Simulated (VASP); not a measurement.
Here is a VASP 6.6.1 calculation.

Contents of INCAR:

```
SYSTEM = RbBr
ALGO = Normal
EDIFF = 1E-6
ENCUT = 520
GGA = PE
ISIF = 2
ISMEAR = 0
LASPH = .TRUE.
LCHARG = .FALSE.
LREAL = .FALSE.
LWAVE = .FALSE.
NBANDS = 15
NELM = 60
PREC = Accurate
SIGMA = 0.05
```

File KPOINTS:

```
k-points
0
G
  6 6 6
  0 0 0
```

The input POSCAR:

```
RbBr
1.0
    4.2486677011      0.0000000000      0.0000000000
    0.0000000000      4.2486677011      0.0000000000
    0.0000000000      0.0000000000      4.1929021031
Rb Br
1 1
Direct
   -0.1157227195      0.0000000000      0.0000000000
    0.6237806148      0.5000000000      0.5000000000
```

Potentials or basis: VASP PAW PBE potentials, release 64 (Rb_sv, Br).

Command:

```console
$ cat potpaw_PBE.64/Rb_sv/POTCAR potpaw_PBE.64/Br/POTCAR > POTCAR
$ mpirun -np 1 vasp_std > vasp.out
```

**Question.** Estimate the largest force.

**Answer.** 0.603 eV/Å.

**Question.** What does it give for the band gap on the k mesh?

**Answer.** 3.90 eV (least direct gap 4.07 eV).

**Question.** Estimate the pressure.

**Answer.** 3.2 GPa.

Forces on the atoms (eV/Å):
```
Rb   0.603  0.000  0.000
Br  -0.603  0.000  0.000
```

Caveat: the cell differs from its parent crystal (atoms displaced along a vibrational mode, the cell strained); the cell stands under pressure. A k mesh can miss the band edges.
